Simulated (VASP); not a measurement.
Set up this calculation in VASP 6.6.1, as the native input.

- Task: single point
- Functional: PBE
- Potentials or basis: VASP PAW PBE potentials, release 64 (Pb_d, S)
- Cutoff: 500 eV
- k mesh: 6 × 6 × 6
- Occupations: gaussian, width 0.01 eV
- Spin: no spin polarisation
- Dipole correction: no
- Further INCAR settings: ALGO = Normal; EDIFF = 1e-06; NBANDS = 17

The structure of PbS (Galena) lies in POSCAR:

```
PbS
1.0
    0.0000000000      3.0175639432      3.0175639432
    3.0175639432      0.0000000000      3.0175639432
    3.0175639432      3.0175639432      0.0000000000
Pb S
1 1
Direct
    0.0000000000      0.0000000000      0.0000000000
    0.5000000000      0.5000000000      0.5000000000
```

The input as run:

INCAR

```
ALGO     = Normal         # electronic algorithm
EDIFF    = 1E-6           # SCF threshold, eV
ENCUT    = 500            # plane-wave cutoff, eV
GGA      = PE             # functional
GGA_COMPAT= F            
ISIF     = 2              # what is computed and relaxed
ISMEAR   = 0              # smearing method
LASPH    = T              # aspherical terms in the spheres
LCHARG   = T              # write CHGCAR
LELF     = T              # ELF
LREAL    = F              # projectors in reciprocal space
LVHAR    = T            
LWAVE    = F              # write WAVECAR
NBANDS   = 17             # bands
NELM     = 120            # most SCF steps
PREC     = Accurate       # precision mode
SIGMA    = 0.01           # smearing width, eV
```

KPOINTS

```
k-points
0
Gamma
  6 6 6
```

Potentials or basis: VASP PAW PBE potentials, release 64 (Pb_d, S).

Run with:

```console
$ cat potpaw_PBE.64/Pb_d/POTCAR potpaw_PBE.64/S/POTCAR > POTCAR
$ mpirun -np 1 vasp_std > vasp.out
```

Results of the run:

```json
{
 "Pressure": "-0.8 GPa",
 "Band gap on the k mesh": "0.54 eV, direct"
}
```

Caveat: spin-orbit coupling is left out, which moves the levels of the heavy elements.

It took 11 s on 1 thread of Intel(R) Xeon(R) Platinum 8488C (Sapphire Rapids), on a shared host, peak memory 0.17 GiB.
